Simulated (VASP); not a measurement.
Set up this calculation in VASP 6.6.1, as the native input.

```
Task                   : single point
Functional             : PBEsol
Potentials or basis    : VASP PAW PBE potentials, release 64 (Ni)
Cutoff                 : 520 eV
k mesh                 : 10 × 10 × 15
Occupations            : fermi-dirac, width 0.1 eV
Spin                   : no spin polarisation
Dipole correction      : no
Further INCAR settings : ALGO = Normal; EDIFF = 1e-06; NBANDS = 22
```

The structure of Ni lies in POSCAR:

```
Ni
1.0
    3.7667879463      0.0000000000      0.0000000000
   -1.8833939732      3.2621340522      0.0000000000
    0.0000000000      0.0000000000      2.2654277508
Ni
3
Direct
    1.0000000000      1.0000000000      0.0000000000
    0.3333333333      0.6666666667      0.5000000000
    0.6666666667      0.3333333333      0.5000000000
```

This cell differs from its parent crystal: volume scaled by 0.88.

The input as run:

INCAR

```
SYSTEM = Ni
  PREC = Accurate
  ENCUT = 520
  EDIFF = 1E-6
  ISMEAR = -1
  SIGMA = 0.1
  LREAL = .FALSE.
  LASPH = .TRUE.
  NELM = 100
  ALGO = Normal
  ISIF = 2
  LWAVE = .FALSE.
  LCHARG = .FALSE.
  GGA = PS
  NBANDS = 22
```

KPOINTS

```
regular mesh
0
G
  10 10 15
  0 0 0
```

Potentials or basis: VASP PAW PBE potentials, release 64 (Ni).

Run with:

```sh
$ cat potpaw_PBE.64/Ni/POTCAR > POTCAR
$ mpirun -np 1 vasp_std > vasp.out
```

Results of the run:

```
Pressure               : 38.2 GPa
Band gap on the k mesh : zero (band 15 reaches 12.03 eV, above the bottom of band 16 at 11.32 eV)
```

Caveat: the PAW data sets were made with another functional, which shifts forces and pressure a little; the run has no spin polarisation, though such a crystal can be magnetic.

Wall time 47 s on 1 thread of Intel(R) Xeon(R) Platinum 8259CL CPU @ 2.50GHz (Skylake/Cascade Lake), with other jobs on the host, peak memory 0.17 GiB.
